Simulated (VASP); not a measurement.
Set up this calculation in VASP 6.6.1, as the native input.

```
Task                   : single point
Functional             : PBE
Potentials or basis    : VASP PAW PBE potentials, release 64 (Zn, S)
Cutoff                 : 520 eV
k mesh                 : 12 × 12 × 4
Occupations            : fermi-dirac, width 0.02 eV
Spin                   : no spin polarisation
Dipole correction      : no
Further INCAR settings : ALGO = Normal; EDIFF = 1e-07; NBANDS = 26
```

The structure of ZnS lies in POSCAR:

```
ZnS
1.0
    3.8440965113      0.0000000000      0.0000000000
   -1.9220482556      3.3290852334      0.0000000000
    0.0000000000      0.0000000000      6.3044789704
Zn S
2 2
Direct
    0.3333333333      0.6666666667      0.0002639963
    0.6666666667      0.3333333333      0.5002639963
    0.3333333333      0.6666666667      0.3747360037
    0.6666666667      0.3333333333      0.8747360037
```

These files were run (other wordings do the same):

INCAR

```
SYSTEM = ZnS
ALGO = Normal ; EDIFF = 1E-7
ENCUT = 520 ; GGA = PE
ISIF = 2 ; ISMEAR = -1
LASPH = .True. ; LCHARG = .False.
LREAL = .False. ; LWAVE = .False.
NBANDS = 26 ; NELM = 60
PREC = Accurate ; SIGMA = 0.02
```

KPOINTS

```
k-points
0
Gamma
  12 12 4
  0 0 0
```

Potentials or basis: VASP PAW PBE potentials, release 64 (Zn, S).

Command:

```bash
$ cat potpaw_PBE.64/Zn/POTCAR potpaw_PBE.64/S/POTCAR > POTCAR
$ mpirun -np 1 vasp_std > vasp.out
```

It gave:

- Pressure: 0.2 GPa
- Band gap on the k mesh: 2.08 eV, direct

Wall time 72 s on 1 thread of Intel(R) Xeon(R) Platinum 8488C (Sapphire Rapids), on a shared host, peak memory 0.25 GiB.
